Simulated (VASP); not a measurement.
Wanted: the native input for a VASP 6.6.1 run.

| Property | Result |
| --- | --- |
| Task | single point |
| Functional | PBEsol |
| Potentials or basis | VASP PAW PBE potentials, release 64 (Li_sv, Mg) |
| Cutoff | 520 eV |
| k mesh | 5 × 5 × 5 |
| Occupations | fermi-dirac, width 0.15 eV |
| Spin | no spin polarisation |
| Dipole correction | no |
| Further INCAR settings | ALGO = Normal; EDIFF = 1e-06; NBANDS = 12 |

The structure of LiMg3 lies in POSCAR:

```
LiMg3
1.0
    0.0000000000      3.3758308508      3.3758308508
    3.3758308508      0.0000000000      3.3758308508
    3.3758308508      3.3758308508      0.0000000000
Li Mg
1 3
Direct
    0.5000000000      0.5000000000      0.5000000000
    0.0000000000      0.0000000000      0.0000000000
    0.2500000000      0.2500000000      0.2500000000
    0.7500000000      0.7500000000      0.7500000000
```

One way to write it, as run:

INCAR

```
PREC = Accurate
ENCUT = 520
EDIFF = 1E-6
ISMEAR = -1
SIGMA = 0.15
LREAL = False
LASPH = True
NELM = 100
ALGO = Normal
ISIF = 2
LWAVE = False
LCHARG = True
GGA = PS
LELF = True
LVHAR = True
NBANDS = 12
```

KPOINTS

```
Automatic mesh
0
Gamma
  5 5 5
```

Potentials or basis: VASP PAW PBE potentials, release 64 (Li_sv, Mg).

Launch:

```bash
$ cat potpaw_PBE.64/Li_sv/POTCAR potpaw_PBE.64/Mg/POTCAR > POTCAR
$ mpirun -np 1 vasp_std > vasp.out
```

Wall time 13 s on 1 thread of Intel(R) Xeon(R) Platinum 8488C (Sapphire Rapids), on a shared host, peak memory 0.2 GiB.
